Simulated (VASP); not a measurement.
# GaN (Fm-3m) in VASP: single point with LDA

Aim: the single point of GaN with LDA.

Everything below comes from runs of VASP 6.6.1. Logs are shortened: lines on timing, memory, paths and dates and some standing lists are left out, and cuts for length are marked.

### 1 The cell of the first run

The structure is cubic, space group Fm-3m (No. 225). Conventional cell: a = 4.270 Å, b = 4.270 Å, c = 4.270 Å, α = 90.00°, β = 90.00°, γ = 90.00°. Ga (site symmetry m-3m) has 6 N at 2.14 Å within 2.8 Å. N (site symmetry m-3m) has 6 Ga at 2.14 Å within 2.8 Å.

### 2 Single point, LDA

INCAR

```
SYSTEM = GaN
ALGO = Normal
EDIFF = 1E-6
ENCUT = 600
GGA_COMPAT = .False.
ISIF = 2
ISMEAR = 0
LASPH = .True.
LCHARG = .False.
LREAL = .False.
LWAVE = .False.
NBANDS = 16
NELM = 120
PREC = Accurate
SIGMA = 0.01
```

KPOINTS

```
k-points
0
Gamma
  7 7 7
  0 0 0
```

POSCAR

```
GaN
1.0
    0.0000000000      2.1352350000      2.1352350000
    2.1352350000      0.0000000000      2.1352350000
    2.1352350000      2.1352350000      0.0000000000
Ga N
1 1
Direct
    0.0000000000      0.0000000000      0.0000000000
    0.5000000000      0.5000000000      0.5000000000
```

Potentials or basis: VASP PAW LDA potentials, release 64 (Ga_d, N).

Run with:

```
$ cat potpaw_LDA.64/Ga_d/POTCAR potpaw_LDA.64/N/POTCAR > POTCAR
$ mpirun -np 1 vasp_std > vasp.out
```

OUTCAR:

```text
SYSTEM = GaN
   EDIFF = 1E-6
   ENCUT = 600
   ISIF = 2
   ISMEAR = 0
   LASPH = .True.
   LREAL = .False.
   NELM = 120
   PREC = Accurate

 ion  position               nearest neighbor table
   1  0.000  0.000  0.000-   2 2.14   2 2.14   2 2.14   2 2.14   2 2.14   2 2.14
   2  0.500  0.500  0.500-   1 2.14   1 2.14   1 2.14   1 2.14   1 2.14   1 2.14

  LATTYP: Found a face centered cubic cell.
 ALAT       =     4.2704700000

  Lattice vectors:

 A1 = (   0.0000000000,   2.1352350000,   2.1352350000)
 A2 = (   2.1352350000,   0.0000000000,   2.1352350000)
 A3 = (   2.1352350000,   2.1352350000,   0.0000000000)

Analysis of symmetry for initial positions (statically):
=====================================================================
 Subroutine PRICEL returns:
 Original cell was already a primitive cell.

 Routine SETGRP: Setting up the symmetry group for a
 face centered cubic supercell.

 Subroutine GETGRP returns: Found 48 space group operations
 (whereof 48 operations were pure point group operations)
 out of a pool of 48 trial point group operations.

The static configuration has the point symmetry O_h .

Analysis of symmetry for dynamics (positions and initial velocities):
=====================================================================
 Subroutine PRICEL returns:
 Original cell was already a primitive cell.

 Routine SETGRP: Setting up the symmetry group for a
 face centered cubic supercell.

 Subroutine GETGRP returns: Found 48 space group operations
 (whereof 48 operations were pure point group operations)
 out of a pool of 48 trial point group operations.

The dynamic configuration has the point symmetry O_h .

 Subroutine INISYM returns: Found 48 space group operations
 (whereof 48 operations are pure point group operations),
 and found     1 'primitive' translations

----------------------------------------------------------------------------------------

                                     Primitive cell

  volume of cell :      19.4700

  direct lattice vectors                    reciprocal lattice vectors
     0.000000000  2.135235000  2.135235000    -0.234166263  0.234166263  0.234166263
     2.135235000  0.000000000  2.135235000     0.234166263 -0.234166263  0.234166263
     2.135235000  2.135235000  0.000000000     0.234166263  0.234166263 -0.234166263

  length of vectors
     3.019678296  3.019678296  3.019678296     0.405587864  0.405587864  0.405587864

[... 74 lines left out ...]
   NELM   =    120;   NELMIN=  2; NELMDL= -5     # of ELM steps
   EDIFF  = 0.1E-05   stopping-criterion for ELM
   LREAL  =      F    real-space projection
   EDIFFG = 0.1E-04   stopping-criterion for IOM
   NSW    =      0    number of steps for IOM
   IBRION =     -1    ionic relax: 0-MD 1-quasi-New 2-CG
   NFREE  =      0    steps in history (QN), initial steepest desc. (CG)
   ISIF   =      2    stress and relaxation
   ISYM   =      2    0-nonsym 1-usesym 2-fastsym
   POTIM  = 0.5000    time-step for ionic-motion
   TEBEG  =    0.0;   TEEND  =   0.0 temperature during run
   PSTRESS=    0.0 pullay stress
   NELECT =      18.0000    total number of electrons
   NUPDOWN=      -1.0000    fix difference up-down
   EMIN   =  10.00;   EMAX   =-10.00  energy-range for DOS
   EFERMI =   0.00;   METHOD = LEGACY
   ISMEAR =     0;   SIGMA  =   0.01  broadening in eV -4-tet -1-fermi 0-gaus
   EFERMI_NEDOS =   21; number of points for ismear=-14 and -15
   IALGO  =     38    algorithm
   IMIX   =      4    mixing-type and parameters
     AMIX     =   0.40;   BMIX     =  1.00
     AMIX_MAG =   1.60;   BMIX_MAG =  1.00
  volume/ion in A,a.u.               =       9.74        65.70
  Fermi-wavevector in a.u.,A,eV,Ry     =   1.594814  3.013761 34.605481  2.543431
  Thomas-Fermi vector in A             =   2.692830
   LORBIT       =      0    0 simple, 1 ext, 2 COOP (PROOUT), +10 PAW based schemes
   GGA     = CA    functional components
   LHFCALC =     F    Hartree Fock is set to
   AEXX    =    0.0000 exact exchange contribution
   IVDW    =     0    specifies the selected vdW correction
   LEPSILON=     F    determine dielectric tensor
   LRPA    =     F    only Hartree local field effects (RPA)
 non-spin polarized calculation
 Gauss-broadening in eV      SIGMA  =   0.01
  energy-cutoff  :      600.00
  volume of cell :       19.47
 maximum number of plane-waves:       663
   NGX = 13   NGY = 13   NGZ = 13

 number of electron      18.0000005 magnetization

 Free energy of the ion-electron system (eV)
  ---------------------------------------------------
  ext. energy  EPLUGINS =         0.00000000
  ---------------------------------------------------
  free energy    TOTEN  =       -13.03367766 eV

  energy without entropy =      -13.03367766  energy(sigma->0) =      -13.03367766

 E-fermi :   7.3491     XC(G=0): -13.3022

 val. band max:        7.2551227748   @ k =  -0.1429   0.1429   0.0000
 cond. band min:       7.8863182651   @ k =   0.4286   0.4286   0.0000
 fundamental gap:      0.6311954903
 Fermi energy:         7.3490732673

 k-point     1 :       0.0000    0.0000    0.0000
  band No.  band energies     occupation
      1      -9.5973      2.00000
      2      -6.8182      2.00000
      3      -6.8182      2.00000
      4      -6.8182      2.00000
      5      -6.7284      2.00000
      6      -6.7284      2.00000
[... 357 lines left out ...]
      3      -6.7847      2.00000
      4      -6.7622      2.00000
      5      -6.5731      2.00000
      6      -4.0284      2.00000
[... 8 lines left out ...]
     15      26.6424      0.00000
     16      34.2763      0.00000

------------------------ aborting loop because EDIFF is reached ----------------------------------------

  FORCE on cell =-STRESS in cart. coord.  units (eV):
  Direction    XX          YY          ZZ          XY          YZ          ZX
  --------------------------------------------------------------------------------------
  -------------------------------------------------------------------------------------
  Total       -1.5508965     -1.5508965     -1.5508965     -0.0000000     -0.0000000      0.0000000
  in kB     -127.6222431   -127.6222431   -127.6222431     -0.0000000     -0.0000000      0.0000000
  external PRESSURE =    -127.6222431 kB  Pullay stress =       0.0000000 kB

 VOLUME and BASIS-vectors are now :
 -----------------------------------------------------------------------------
  energy-cutoff  :      600.00
  volume of cell :       19.47
      direct lattice vectors                 reciprocal lattice vectors
     0.000000000  2.135235000  2.135235000    -0.234166263  0.234166263  0.234166263
     2.135235000  0.000000000  2.135235000     0.234166263 -0.234166263  0.234166263
     2.135235000  2.135235000  0.000000000     0.234166263  0.234166263 -0.234166263

 POSITION                                       TOTAL-FORCE (eV/Angst)
 -----------------------------------------------------------------------------------
      0.00000      0.00000      0.00000         0.000000     -0.000000      0.000000
      2.13524      2.13524      2.13524        -0.000000      0.000000     -0.000000
 -----------------------------------------------------------------------------------
    total drift:                                0.000000     -0.000000     -0.000000

  FREE ENERGIE OF THE ION-ELECTRON SYSTEM (eV)
  ---------------------------------------------------
  free  energy   TOTEN  =       -13.0336776636 eV

  energy  without entropy=      -13.0336776636  energy(sigma->0) =      -13.03367766
```

It took 2.8 s on 1 thread of Intel Xeon 6975P-C (Granite Rapids), shared host; peak memory 0.13 GiB.

Results:

- Free energy: -13.0337 eV
- Pressure: -12.8 GPa
- Band gap on the k mesh: 0.63 eV (least direct gap 2.44 eV)

Caveat: the cell stands under tension; an odd mesh through Γ misses points on the zone boundary, where band edges can lie.
